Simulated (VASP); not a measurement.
I: single point with BLYP

The system is I.

```xyz
1
Lattice="0.0000 2.3497 3.8836 2.1775 0.0000 3.8836 2.1775 2.3497 0.0000" Properties=species:S:1:pos:R:3 pbc="T T T"
I     0.0000    0.0000    0.0000
```

```yaml
Program: VASP 6.6.1
Task: single point
Functional: BLYP
Potentials_or_basis: VASP PAW PBE potentials, release 64 (I)
Cutoff: 520 eV
k_mesh: 9 × 9 × 9
Occupations: fermi-dirac, width 0.05 eV
Spin: no spin polarisation
```

| Quantity | Value |
| --- | --- |
| Pressure | 3.8 GPa |

Stress tensor (GPa, compression positive):
```
4.55 0.00 0.00
0.00 4.53 0.00
0.00 0.00 2.30
```

Levels at points of the mesh, in eV from the Fermi level:
| k point | band 1 | band 2 | band 3 | band 4 | band 5 | band 6 | band 7 | band 8 |
| --- | --- | --- | --- | --- | --- | --- | --- | --- |
| (0.00, 0.00, 0.00) | -14.01 | -2.00 | 0.77 | 1.05 | 4.59 | 7.58 | 8.46 | 12.13 |

Wall time 19 s on 1 thread of Intel(R) Xeon(R) 6975P-C (Granite Rapids), on a shared host, peak memory 0.2 GiB.

Caveat: the PAW data sets were made with another functional, which shifts forces and pressure a little; spin-orbit coupling is left out, which moves the levels of the heavy elements; an odd number of electrons without spin polarisation forces a metal; a magnetic or distorted state may lie lower.
